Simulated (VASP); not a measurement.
Write the native input for VASP 6.6.1 that does the following.

| Property | Result |
| --- | --- |
| Task | single point |
| Functional | PBE |
| Potentials or basis | VASP PAW PBE potentials, release 64 (Li_sv, Ta_pv, O) |
| Cutoff | 520 eV |
| k mesh | 4 × 4 × 6 |
| Occupations | gaussian, width 0.1 eV |
| Spin | no spin polarisation |
| Dipole correction | no |
| Further INCAR settings | ALGO = Normal; EDIFF = 1e-06; NBANDS = 36 |

The structure of LiTa4O lies in POSCAR:

```
LiTa4O
1.0
    6.8750506835      0.0000000000      0.0000000000
    0.0000000000      6.8750506835      0.0000000000
    0.0000000000      0.0000000000      2.6816427111
Li Ta O
1 4 1
Direct
    0.5000000000      0.5000000000      0.5000000000
    0.7031495771      0.0000000000      0.5000000000
    0.2968504229      0.0000000000      0.5000000000
    0.0000000000      0.7031495771      0.5000000000
    0.0000000000      0.2968504229      0.5000000000
    0.0000000000      0.0000000000      0.5000000000
```

The cell was generated, and may not be a known phase.

These files were run (other wordings do the same):

INCAR

```
SYSTEM = LiTa4O
  PREC = Accurate
  ENCUT = 520
  EDIFF = 1E-6
  ISMEAR = 0
  SIGMA = 0.1
  LREAL = .False.
  LASPH = .True.
  NELM = 100
  ALGO = Normal
  ISIF = 2
  LWAVE = .False.
  LCHARG = .False.
  GGA = PE
  NBANDS = 36
```

KPOINTS

```
regular mesh
0
Gamma
  4 4 6
  0 0 0
```

Potentials or basis: VASP PAW PBE potentials, release 64 (Li_sv, Ta_pv, O).

Command:

```console
$ cat potpaw_PBE.64/Li_sv/POTCAR potpaw_PBE.64/Ta_pv/POTCAR potpaw_PBE.64/O/POTCAR > POTCAR
$ mpirun -np 1 vasp_std > vasp.out
```

Results of the run:

```
Largest force          : 0.043 eV/Å
Band gap on the k mesh : zero (an odd number of electrons rules out a gap without spin polarisation)
```

Caveat: the k points lie up to 0.39 Å⁻¹ apart, too coarse for converged energies and pressures of a metal; spin-orbit coupling is left out, which moves the levels of the heavy elements.

It took 2 min on 1 thread of AMD EPYC 7R43 64-Core Processor (Zen 3), with other jobs on the host, peak memory 0.25 GiB.
